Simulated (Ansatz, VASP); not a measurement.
## Two plane-wave programs on Bi2TeSe2

```
CELL_PARAMETERS angstrom
2.02876 1.17130 9.71233
-2.02876 1.17130 9.71233
0.00000 -2.34261 9.71233
ATOMIC_POSITIONS crystal
Bi 0.39806 0.39806 0.39806
Bi 0.60194 0.60194 0.60194
Te 0.00000 0.00000 0.00000
Se 0.21160 0.21160 0.21160
Se 0.78840 0.78840 0.78840
```

Change from the starting cell: strain -0.030 along x and y, +0.000 along z, atoms carried along.

Alike in both runs: task single point; functional PBEsol; k mesh 12 × 12 × 12; occupations gaussian, width 0.05 eV; no spin polarisation.

|  | VASP | Ansatz |
| --- | --- | --- |
| version | VASP 6.6.1 | Ansatz 0.2.0 |
| potentials or method | VASP PAW PBE potentials, release 64 (Bi_d, Te, Se), cutoff 520 eV | scalar-relativistic, plane waves, PAW |
| valence electrons in the cell | 48 | 78 |

```tsv
	VASP	Ansatz	Ansatz less VASP
gap on the k mesh at the Fermi level (eV)	0.48	0.48	-0.004
least direct gap on the mesh (eV)	0.48	0.48	-0.004
pressure (GPa)	6.5	6.4	-0.05
traceless stress, the component that is largest in VASP (GPa)	-0.40	-0.41	-0.009
rms of the force components (eV/Å)	0.715	0.717	+0.0019
```

VASP's potentials were made for PBE, not for PBEsol. Atom by atom the forces differ by 0.006 eV/Å (rms over components). The functional is the same, so the differences come from potentials, cutoffs and numerics. VASP's potentials hold 48 valence electrons a cell and Ansatz's 78, so a difference there can come from the potentials and not from the codes.

Neither program's run includes spin-orbit coupling.
